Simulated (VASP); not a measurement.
LuMnIn, 3 atoms in the cell. Symmetry: P-6m2, No. 187, hexagonal system. The conventional cell has a = 4.737 Å, b = 4.737 Å, c = 3.401 Å, α = 90.00°, β = 90.00°, γ = 120.00°. Within 4.2 Å of Lu (site symmetry -6m2) lie 6 In at 3.22 Å and 6 Mn at 3.22 Å and 2 Lu at 3.40 Å. Within 3.6 Å of In (site symmetry -6m2) lie 3 Mn at 2.73 Å and 6 Lu at 3.22 Å and 2 In at 3.40 Å. Within 3.6 Å of Mn (site symmetry -6m2) lie 3 In at 2.73 Å and 6 Lu at 3.22 Å and 2 Mn at 3.40 Å. 

```yaml
Program: VASP 6.6.1
Task: single point
Functional: PBE
Potentials_or_basis: VASP PAW PBE potentials, release 64 (Lu, In_d, Mn_pv)
Cutoff: 520 eV
k_mesh: 7 × 7 × 8
Occupations: fermi-dirac, width 0.05 eV
Spin: no spin polarisation
Dipole_correction: no
Further_INCAR_settings: ALGO = Fast; EDIFF = 1e-06; NBANDS = 32
```

Potentials or basis: VASP PAW PBE potentials, release 64 (Lu, In_d, Mn_pv).

The run is started by

```console
$ cat potpaw_PBE.64/Lu/POTCAR potpaw_PBE.64/In_d/POTCAR potpaw_PBE.64/Mn_pv/POTCAR > POTCAR
$ mpirun -np 1 vasp_std > vasp.out
```

Hardware: 1 thread of AMD EPYC 7R13 (shared host).

Question: How long does it take, and how much memory?

Answer: Run time: 8.8 min on 1 thread of AMD EPYC 7R13, on a shared host, peak memory 0.23 GiB. Counts: scf iterations 36, k points 40.
